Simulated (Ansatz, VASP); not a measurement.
## Re in VASP and in Ansatz

```
CELL_PARAMETERS angstrom
1.43269 0.82717 4.16271
-1.43269 0.82717 4.16271
0.00000 -1.65433 4.16271
ATOMIC_POSITIONS crystal
Re 0.23669 0.23669 0.23669
Re 0.76331 0.76331 0.76331
```

Alike in both runs: task single point; functional PBE; k mesh 6 × 6 × 6; occupations gaussian, width 0.1 eV; no spin polarisation.

|  | VASP | Ansatz |
| --- | --- | --- |
| version | VASP 6.6.1 | Ansatz 0.2.0 |
| potentials or method | VASP PAW PBE potentials, release 64 (Re_sv_GW), cutoff 560 eV | scalar-relativistic, plane waves, PAW |
| valence electrons in the cell | 30 | 30 |

Ansatz gave:

* gap on the k mesh at the Fermi level (eV): none
* rms of the force components (eV/Å): 3.066

Q: Which values does VASP return?

A: gap on the k mesh at the Fermi level (eV): none; rms of the force components (eV/Å): 3.087.

Atom by atom the forces differ by 0.021 eV/Å (rms over components). A gap of «none» marks a metal or a gap that the smearing closes.

The k mesh is coarse, so the values compare programs but aren't converged. Neither program's run includes spin-orbit coupling.
